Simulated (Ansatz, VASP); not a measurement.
## SiC in VASP and in Ansatz

```xyz
2
Lattice="-0.0028 2.2089 2.2089 2.2089 -0.0028 2.2089 2.2089 2.2089 -0.0028" Properties=species:S:1:pos:R:3 pbc="T T T"
Si   -0.0002   -0.0002   -0.0002
C     1.1040    1.1040    1.1040
```

Change from the starting cell: strained cell.

Alike in both runs: functional PBE; k mesh 9 × 9 × 9; occupations gaussian, width 0.02 eV; no spin polarisation.

Ansatz relaxed the structure, and its values are those at the end. VASP's run is a single point on that final structure, the one shown.

```csv
,VASP,Ansatz
version,VASP 6.6.1,Ansatz 0.2.0
potentials or method,"VASP PAW PBE potentials, release 64 (Si, C), cutoff 600 eV","scalar-relativistic, plane waves, PAW"
valence electrons in the cell,8,8
```

Ansatz gave:

* gap on the k mesh at the Fermi level (eV): 1.52
* least direct gap on the mesh (eV): 4.56
* pressure (GPa): -5.6

Task: Which values does VASP return?

Result: gap on the k mesh at the Fermi level (eV): 1.52; least direct gap on the mesh (eV): 4.56; pressure (GPa): -5.8.

Ansatz's warnings: stress scf threshold loose.
